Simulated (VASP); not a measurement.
# BN (R3m) in VASP: further runs

Runs on BN. Level: r2SCAN. Tasks: single point.

All numbers are computed with VASP 6.6.1; they aren't measurements. Logs are shortened: lines on timing, memory, paths and dates and some standing lists are left out, and cuts for length are marked.

**1. The cell of the first run**

The structure is trigonal, space group R3m (No. 160). The conventional cell has a = 2.525 Å, b = 2.525 Å, c = 6.264 Å, α = 90.00°, β = 90.00°, γ = 120.00°. Within 2.1 Å of B (site symmetry 3m) lie 4 N at 1.55 to 1.57 Å. Within 2.1 Å of N (site symmetry 3m) lie 4 B at 1.55 to 1.57 Å.

**2. Single point, r2SCAN (epitaxial 111 strain -1.1%)**

Contents of POSCAR:

```
BN
1.0
    0.0153609458      1.8005138019      1.8005138019
    1.8005138019      0.0153609458      1.8005138019
    1.8005138019      1.8005138019      0.0153609458
B N
1 1
Direct
    0.0000591269      0.0000591269      0.0000591269
    0.2499408731      0.2499408731      0.2499408731
```

Contents of INCAR.step1:

```
ALGO = Normal ; EDIFF = 1E-5
ENCUT = 1460 ; GGA = PE
GGA_COMPAT = False ; ISMEAR = 0
LASPH = True ; LCHARG = False
LREAL = False ; LWAVE = True
NBANDS = 11 ; NELM = 120
PREC = Accurate ; SIGMA = 0.01
```

Contents of INCAR.step2:

```
ALGO = Normal ; EDIFF = 1E-6
ENCUT = 1460 ; GGA_COMPAT = False
ISIF = 2 ; ISMEAR = 0
ISTART = 1 ; LASPH = True
LCHARG = True ; LELF = True
LMIXTAU = True ; LREAL = False
LVHAR = True ; LWAVE = False
METAGGA = R2SCAN ; NBANDS = 11
NELM = 120 ; PREC = Accurate
SIGMA = 0.01
```

Contents of KPOINTS:

```
k-points
0
Gamma
  12 12 12
```

Potentials or basis: VASP PAW PBE potentials, release 64 (B_h, N_h).

Launch:

```console
cat potpaw_PBE.64/B_h/POTCAR potpaw_PBE.64/N_h/POTCAR > POTCAR
cp INCAR.step1 INCAR
mpirun -np 1 vasp_std > vasp.out
cp INCAR.step2 INCAR
mpirun -np 1 vasp_std > vasp.out
```

OUTCAR:

```text
EDIFF = 1E-6
   ENCUT = 1460
   ISIF = 2
   ISMEAR = 0
   ISTART = 1
   LASPH = True
   LREAL = False
   METAGGA = R2SCAN
   NELM = 120
   PREC = Accurate

 ion  position               nearest neighbor table
   1  0.000  0.000  0.000-
   2  0.250  0.250  0.250-

  LATTYP: Found a trigonal (rhomboedric) cell.
 ALAT       =     2.5463573709
 COS(alpha) =     0.5085129174

  Lattice vectors:

 A1 = (   0.0153609458,   1.8005138019,   1.8005138019)
 A2 = (   1.8005138019,   0.0153609458,   1.8005138019)
 A3 = (   1.8005138019,   1.8005138019,   0.0153609458)

Analysis of symmetry for initial positions (statically):
=====================================================================
 Subroutine PRICEL returns:
 Original cell was already a primitive cell.

 Routine SETGRP: Setting up the symmetry group for a
 trigonal (rhombohedral) supercell.

 Subroutine GETGRP returns: Found  6 space group operations
 (whereof  6 operations were pure point group operations)
 out of a pool of 12 trial point group operations.

The static configuration has the point symmetry C_3v.

Analysis of symmetry for dynamics (positions and initial velocities):
=====================================================================
 Subroutine PRICEL returns:
 Original cell was already a primitive cell.

 Routine SETGRP: Setting up the symmetry group for a
 trigonal (rhombohedral) supercell.

 Subroutine GETGRP returns: Found  6 space group operations
 (whereof  6 operations were pure point group operations)
 out of a pool of 12 trial point group operations.

The dynamic configuration has the point symmetry C_3v.

 Subroutine INISYM returns: Found  6 space group operations
 (whereof  6 operations are pure point group operations),
 and found     1 'primitive' translations

----------------------------------------------------------------------------------------

                                     Primitive cell

  volume of cell :      11.5246

  direct lattice vectors                    reciprocal lattice vectors
     0.015360946  1.800513802  1.800513802    -0.281277760  0.278898360  0.278898360
     1.800513802  0.015360946  1.800513802     0.278898360 -0.281277760  0.278898360
     1.800513802  1.800513802  0.015360946     0.278898360  0.278898360 -0.281277760

  length of vectors
     2.546357371  2.546357371  2.546357371     0.484443772  0.484443772  0.484443772

  position of ions in fractional coordinates (direct lattice)
     0.000059127  0.000059127  0.000059127
     0.249940873  0.249940873  0.249940873

  ion indices of the primitive-cell ions
   primitive index   ion index
                 1           1
                 2           2

----------------------------------------------------------------------------------------

 KPOINTS: k-points

Automatic generation of k-mesh.
 Grid dimensions read from file:
 generate k-points for:   12   12   12

 Generating k-lattice:

  Cartesian coordinates                     Fractional coordinates (reciprocal lattice)
    -0.023439813  0.023241530  0.023241530     0.083333333  0.000000000  0.000000000
     0.023241530 -0.023439813  0.023241530     0.000000000  0.083333333  0.000000000
     0.023241530  0.023241530 -0.023439813     0.000000000  0.000000000  0.083333333

  Length of vectors
     0.040370314  0.040370314  0.040370314

  Shift w.r.t. Gamma in fractional coordinates (k-lattice)
     0.000000000  0.000000000  0.000000000

 Subroutine IBZKPT returns following result:
 ===========================================

 Found    189 irreducible k-points:

 Following reciprocal coordinates:
            Coordinates               Weight
  0.000000  0.000000  0.000000      1.000000
  0.083333 -0.000000 -0.000000      6.000000
  0.166667 -0.000000 -0.000000      6.000000
  0.250000  0.000000  0.000000      6.000000
  0.333333  0.000000  0.000000      6.000000
  0.416667  0.000000  0.000000      6.000000
[... 16 lines left out ...]
  0.500000  0.166667  0.000000     12.000000
 -0.416667  0.166667 -0.000000     12.000000
 [... further k-points ...]
   k-points           NKPTS =    189   k-points in BZ     NKDIM =    189   number of bands    NBANDS=     11
   number of dos      NEDOS =    301   number of ions     NIONS =      2
   total plane-waves  NPLWV =  32768
   dimension x,y,z NGX =    32 NGY =   32 NGZ =   32
   dimension x,y,z NGXF=    64 NGYF=   64 NGZF=   64
   ions per type =               1   1
   NGX,Y,Z   is equivalent  to a cutoff of  20.89, 20.89, 20.89 a.u.
   NGXF,Y,Z  is equivalent  to a cutoff of  41.78, 41.78, 41.78 a.u.
 SYSTEM =  unknown system
   PREC   = accura    normal or accurate (medium, high low for compatibility)
   ISTART =      1    job   : 0-new  1-cont  2-samecut
   ICHARG =      0    charge: 1-file 2-atom 10-const
   ISPIN  =      1    spin polarized calculation?
   LNONCOLLINEAR =      F non collinear calculations
   LSORBIT =      F    spin-orbit coupling
   LASPH  =      T    aspherical Exc in radial PAW
   ENCUT  = 1460.0 eV 107.31 Ry   10.36 a.u.   7.93  7.93  7.93*2*pi/ulx,y,z
   NELM   =    120;   NELMIN=  2; NELMDL=  0     # of ELM steps
   EDIFF  = 0.1E-05   stopping-criterion for ELM
   LREAL  =      F    real-space projection
   EDIFFG = 0.1E-04   stopping-criterion for IOM
   NSW    =      0    number of steps for IOM
   IBRION =     -1    ionic relax: 0-MD 1-quasi-New 2-CG
   NFREE  =      0    steps in history (QN), initial steepest desc. (CG)
   ISIF   =      2    stress and relaxation
   ISYM   =      2    0-nonsym 1-usesym 2-fastsym
   POTIM  = 0.5000    time-step for ionic-motion
   TEBEG  =    0.0;   TEEND  =   0.0 temperature during run
   PSTRESS=    0.0 pullay stress
   NELECT =       8.0000    total number of electrons
   NUPDOWN=      -1.0000    fix difference up-down
   EMIN   =  10.00;   EMAX   =-10.00  energy-range for DOS
   EFERMI =   0.00;   METHOD = LEGACY
   ISMEAR =     0;   SIGMA  =   0.01  broadening in eV -4-tet -1-fermi 0-gaus
   EFERMI_NEDOS =   21; number of points for ismear=-14 and -15
   IALGO  =     38    algorithm
   IMIX   =      4    mixing-type and parameters
     AMIX     =   0.40;   BMIX     =  1.00
     AMIX_MAG =   1.60;   BMIX_MAG =  1.00
  volume/ion in A,a.u.               =       5.76        38.89
  Fermi-wavevector in a.u.,A,eV,Ry     =   1.449538  2.739229 28.588013  2.101160
  Thomas-Fermi vector in A             =   2.567253
   LORBIT       =      0    0 simple, 1 ext, 2 COOP (PROOUT), +10 PAW based schemes
   METAGGA = R2SCAN    functional components
   LHFCALC =     F    Hartree Fock is set to
   AEXX    =    0.0000 exact exchange contribution
   IVDW    =     0    specifies the selected vdW correction
   LEPSILON=     F    determine dielectric tensor
   LRPA    =     F    only Hartree local field effects (RPA)
 non-spin polarized calculation
 Gauss-broadening in eV      SIGMA  =   0.01
  energy-cutoff  :     1460.00
  volume of cell :       11.52
 maximum number of plane-waves:      1474
   NGX = 15   NGY = 15   NGZ = 15

 number of electron       8.0000000 magnetization

 Free energy of the ion-electron system (eV)
  ---------------------------------------------------
  ext. energy  EPLUGINS =         0.00000000
  ---------------------------------------------------
  free energy    TOTEN  =       -19.19454800 eV

  energy without entropy =      -19.19454800  energy(sigma->0) =      -19.19454800

 E-fermi :   9.5081     XC(G=0): -13.8881

 val. band max:        9.2918131050   @ k =   0.0000   0.0000   0.0000
 cond. band min:      14.2874345768   @ k =   0.5000   0.5000   0.0000
 fundamental gap:      4.9956214718
 Fermi energy:         9.5080893490

 k-point     1 :       0.0000    0.0000    0.0000
  band No.  band energies     occupation
      1     -12.3007      2.00000
      2       9.2204      2.00000
      3       9.2918      2.00000
      4       9.2918      2.00000
      5      18.6597      0.00000
      6      19.0581      0.00000
      7      19.0581      0.00000
      8      20.8086      0.00000
      9      35.8987      0.00000
     10      38.2774      0.00000
     11      38.2774      0.00000

 k-point     2 :       0.0833   -0.0000   -0.0000
  band No.  band energies     occupation
      1     -12.1212      2.00000
      2       8.3280      2.00000
      3       9.0376      2.00000
      4       9.0953      2.00000
      5      18.9203      0.00000
      6      19.3054      0.00000
      7      19.3559      0.00000
      8      21.4087      0.00000
      9      35.6126      0.00000
     10      36.0705      0.00000
     11      36.1968      0.00000

 k-point     3 :       0.1667   -0.0000   -0.0000
  band No.  band energies     occupation
      1     -11.5894      2.00000
      2       6.1119      2.00000
      3       8.5719      2.00000
      4       8.6164      2.00000
      5      19.4034      0.00000
      6      19.8415      0.00000
      7      20.0423      0.00000
      8      22.8152      0.00000
      9      34.3339      0.00000
     10      34.6033      0.00000
     11      35.0002      0.00000

 k-point     4 :       0.2500    0.0000    0.0000
  band No.  band energies     occupation
      1     -10.7312      2.00000
      2       3.4947      2.00000
      3       8.0357      2.00000
      4       8.0618      2.00000
      5      19.7624      0.00000
      6      20.4480      0.00000
      7      20.6784      0.00000
      8      24.2237      0.00000
      9      33.8834      0.00000
     10      34.2646      0.00000
     11      34.4149      0.00000
[... 239 lines left out ...]
 k-point    22 :       0.4167    0.1667    0.0000
  band No.  band energies     occupation
      1      -8.6802      2.00000
      2       0.6464      2.00000
      3       5.9184      2.00000
      4       6.0742      2.00000
      5      18.5100      0.00000
      6      22.7991      0.00000
      7      23.2653      0.00000
      8      24.3801      0.00000
      9      31.2853      0.00000
     10      37.4462      0.00000
     11      39.2992      0.00000

 k-point    23 :       0.5000    0.1667    0.0000
  band No.  band energies     occupation
      1      -7.6637      2.00000
      2      -1.0010      2.00000
      3       5.2960      2.00000
      4       6.1574      2.00000
      5      18.8519      0.00000
      6      22.6746      0.00000
      7      23.0073      0.00000
      8      25.8531      0.00000
      9      31.6996      0.00000
     10      37.7165      0.00000
     11      38.5491      0.00000

 k-point    24 :      -0.4167    0.1667   -0.0000
  band No.  band energies     occupation
      1      -7.4613      2.00000
      2      -1.2979      2.00000
      3       4.8751      2.00000
      4       6.5016      2.00000
      5      19.3280      0.00000
      6      22.3930      0.00000
      7      22.6832      0.00000
      8      26.5051      0.00000
      9      32.0256      0.00000
     10      36.0338      0.00000
     11      38.1028      0.00000

 [... further k-points ...]
[... 5 lines left out ...]
  --------------------------------------------------------------------------------------
  -------------------------------------------------------------------------------------
  Total        0.5582437      0.5582437      0.5582437     -0.3014515     -0.3014515     -0.3014515
  in kB       77.6083578     77.6083578     77.6083578    -41.9085056    -41.9085056    -41.9085056
  external PRESSURE =      77.6083578 kB  Pullay stress =       0.0000000 kB

 VOLUME and BASIS-vectors are now :
 -----------------------------------------------------------------------------
  energy-cutoff  :     1460.00
  volume of cell :       11.52
      direct lattice vectors                 reciprocal lattice vectors
     0.015360946  1.800513802  1.800513802    -0.281277760  0.278898360  0.278898360
     1.800513802  0.015360946  1.800513802     0.278898360 -0.281277760  0.278898360
     1.800513802  1.800513802  0.015360946     0.278898360  0.278898360 -0.281277760

 POSITION                                       TOTAL-FORCE (eV/Angst)
 -----------------------------------------------------------------------------------
      0.00021      0.00021      0.00021         0.000066      0.000066      0.000066
      0.90388      0.90388      0.90388        -0.000066     -0.000066     -0.000066
 -----------------------------------------------------------------------------------
    total drift:                                0.000169      0.000169      0.000169

  FREE ENERGIE OF THE ION-ELECTRON SYSTEM (eV)
  ---------------------------------------------------
  free  energy   TOTEN  =       -19.1945479998 eV

  energy  without entropy=      -19.1945479998  energy(sigma->0) =      -19.19454800
```

It took 2.3 min on 1 thread of Intel Xeon Platinum 8488C (Sapphire Rapids), shared host; peak memory 0.25 GiB.

Results:

```
Free energy            : -19.1945 eV
Pressure               : 7.8 GPa
Band gap on the k mesh : 5.00 eV (least direct gap 9.37 eV)
```

Stress tensor (GPa, compression positive):
```
 7.76 -4.19 -4.19
-4.19  7.76 -4.19
-4.19 -4.19  7.76
```

Caveat: the cell differs from its parent crystal (epitaxial 111 strain -1.1%); the cell stands under pressure; the PAW data sets were made with another functional, which shifts forces and pressure a little.

**3. Single point, r2SCAN (strain along [111] -2.7%)**

Contents of POSCAR:

```
BN
1.0
   -0.0321258931      1.7726995604      1.7726995604
    1.7726995604     -0.0321258931      1.7726995604
    1.7726995604      1.7726995604     -0.0321258931
B N
1 1
Direct
   -0.0003030590     -0.0003030590     -0.0003030590
    0.2503030590      0.2503030590      0.2503030590
```

Contents of INCAR.step1:

```
PREC     = Accurate       # precision mode
ENCUT    = 1460           # plane-wave cutoff, eV
ISMEAR   = 0              # smearing method
SIGMA    = 0.01           # smearing width, eV
LREAL    = False          # projectors in reciprocal space
LASPH    = True           # aspherical terms in the spheres
NELM     = 120            # most SCF steps
NBANDS   = 11             # bands
GGA      = PE             # functional
ALGO     = Normal         # electronic algorithm
EDIFF    = 1E-5           # SCF threshold, eV
LWAVE    = True           # write WAVECAR
LCHARG   = False          # write CHGCAR
GGA_COMPAT= False
```

Contents of INCAR.step2:

```
PREC     = Accurate       # precision mode
ENCUT    = 1460           # plane-wave cutoff, eV
EDIFF    = 1E-6           # SCF threshold, eV
ISMEAR   = 0              # smearing method
SIGMA    = 0.01           # smearing width, eV
LREAL    = False          # projectors in reciprocal space
LASPH    = True           # aspherical terms in the spheres
NELM     = 120            # most SCF steps
ALGO     = Normal         # electronic algorithm
ISIF     = 2              # what is computed and relaxed
LWAVE    = False          # write WAVECAR
LCHARG   = False          # write CHGCAR
METAGGA  = R2SCAN         # meta-GGA
LMIXTAU  = True         
NBANDS   = 11             # bands
ISTART   = 1            
GGA_COMPAT= False
```

Contents of KPOINTS:

```
regular mesh
0
Gamma
  12 12 12
```

Potentials or basis: VASP PAW PBE potentials, release 64 (B_h, N_h).

Launch:

```console
cat potpaw_PBE.64/B_h/POTCAR potpaw_PBE.64/N_h/POTCAR > POTCAR
cp INCAR.step1 INCAR
mpirun -np 1 vasp_std > vasp.out
cp INCAR.step2 INCAR
mpirun -np 1 vasp_std > vasp.out
```

It took 7.4 min on 1 thread of AMD EPYC 7R43 (Zen 3), shared host; peak memory 0.21 GiB.

It converged, with:

```yaml
Free_energy: -19.1762 eV
Pressure: 11.0 GPa
Band_gap_on_the_k_mesh: 4.91 eV (least direct gap 9.37 eV)
```

Stress tensor (GPa, compression positive):
```
10.98  9.06  9.06
 9.06 10.98  9.06
 9.06  9.06 10.98
```

Levels at points of the mesh, in eV from the valence-band top:
```csv
k point,band 1,band 2,band 3,band 4,band 5,band 6,band 7,band 8,band 9
"(0.00, 0.00, 0.00)",-21.76,-0.16,-0.16,0.00,9.37,9.37,9.83,11.79,26.67
"(0.50, 0.00, 0.00)",-17.39,-11.50,-2.10,-2.09,11.15,11.42,12.02,16.65,25.27
"(0.50, 0.50, 0.00)",-15.84,-9.63,-5.54,-5.15,4.91,9.94,19.60,19.68,22.74
"(0.50, 0.50, 0.50)",-17.06,-11.39,-2.40,-2.40,10.59,11.33,11.33,16.65,25.20
```

Caveat: the cell differs from its parent crystal (strain along [111] -2.7%); the cell stands under pressure; the PAW data sets were made with another functional, which shifts forces and pressure a little. A k mesh can miss the band edges.
